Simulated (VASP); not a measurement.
Runs of VASP 6.6.1 on MoS2. The structure is that of space group R-3m (No. 166), or close to it. The cells are those of the table. 

```tsv
cell	k mesh	cutoff (eV)	gap on the mesh (eV)	pressure (GPa)	largest force (eV/Å)
a = 6.082 Å, angles 30.3°, 3 atoms	18 × 18 × 18	520	none	0.8	0.25
a = 6.408 Å, angles 27.8°, 3 atoms	18 × 18 × 18	520	none	-1.0	0.42
a = 5.493 Å, angles 35.8°, 3 atoms	18 × 18 × 18	520	none	4.4	0.75
a = 5.493 Å, angles 35.8°, 3 atoms	27 × 27 × 27	500	none	4.4	0.75
a = 6.587 Å, angles 26.6°, 3 atoms	18 × 18 × 18	520	none	(a)	0.88
```

Alike in all rows: task single point; level PBE+D3(BJ); potentials or basis VASP PAW PBE potentials, release 64 (Mo_sv, S); no spin polarisation; smearing gaussian 0.15 eV.

**Question.** Fill in the values left out.

**Answer.** (a) -1.8.

Caveats: the stress differs along the axes, from -3 to 19 GPa (at least some runs); the stress differs along the axes, from -5 to 1 GPa (at least some runs); the stress differs along the axes, from -11 to 3 GPa (at least some runs).

A k mesh can miss the band edges, and the runs leave out spin-orbit coupling on Mo.

A gap of «none» marks levels without a gap at the run's occupations.
